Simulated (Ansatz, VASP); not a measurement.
# Si2C3: VASP beside Ansatz

```
CELL_PARAMETERS angstrom
3.85600 0.00000 0.00000
-1.92800 3.33939 0.00000
0.00000 0.00000 6.15132
ATOMIC_POSITIONS crystal
Si 0.33333 0.66667 0.16483
Si 0.66667 0.33333 0.83517
C 0.33333 0.66667 0.58027
C 0.66667 0.33333 0.41973
C 0.00000 0.00000 0.00000
```

Change from the starting cell: species swapped into the Mg2Sb3 type (P-3m1, No. 164).

Alike in both runs: task relaxation of cell and atoms; functional PBE; k mesh 6 × 6 × 4; occupations gaussian, width 0.1 eV; no spin polarisation.

```csv
,VASP,Ansatz
version,VASP 6.6.1,Ansatz 0.2.0
potentials or method,"VASP PAW PBE potentials, release 64 (Si, C), cutoff 600 eV","scalar-relativistic, plane waves, PAW"
valence electrons in the cell,20,20
```

```csv
,VASP,Ansatz,Ansatz less VASP
"gap on the k mesh at the Fermi level, each at its own relaxed structure (eV)",none,none,-
relaxed volume (Å³/atom),11.01,8.78,-2.235
relaxed cell length with the largest relative difference (Å),9.319,6.870,-2.4489
```

A gap of «none» marks a metal or a gap that the smearing closes. One of these differences is far larger than is usual between the two programs; its cause wasn't traced.

Noted on VASP's run: the volume moved by over 15 % at a fixed basis, so the end points are rough.
